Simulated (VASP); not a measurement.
Crystal: LaB.

```
CELL_PARAMETERS angstrom
0.00000 2.83578 2.83578
2.83578 0.00000 2.83578
2.83578 2.83578 0.00000
ATOMIC_POSITIONS crystal
La 0.50000 0.50000 0.50000
B 0.00000 0.00000 0.00000
```

Base run:

| Quantity | Value |
| --- | --- |
| Program | VASP 6.6.1 |
| Functional | PBEsol |
| Potentials or basis | VASP PAW PBE potentials, release 64 (La, B) |
| Cutoff | 520 eV |
| k mesh | 10 × 10 × 10 |
| Occupations | gaussian, width 0.05 eV |
| Spin | no spin polarisation |

Its results: band gap on the k mesh zero (bands 7 and 8 overlap by 1.97 eV); pressure -2.6 GPa.

Question: The run is repeated on the same cell with these changes: functional from PBEsol to PBE. What comes out?

Answer: Band gap on the k mesh zero (bands 7 and 8 overlap by 1.94 eV); pressure 0.0 GPa.

PBE binds less tightly than PBEsol, so the same cell stands under more pressure.

Caveats: spin-orbit coupling is left out, which moves the levels of the heavy elements; the PAW data sets were made with another functional, which shifts forces and pressure a little (at least some runs).
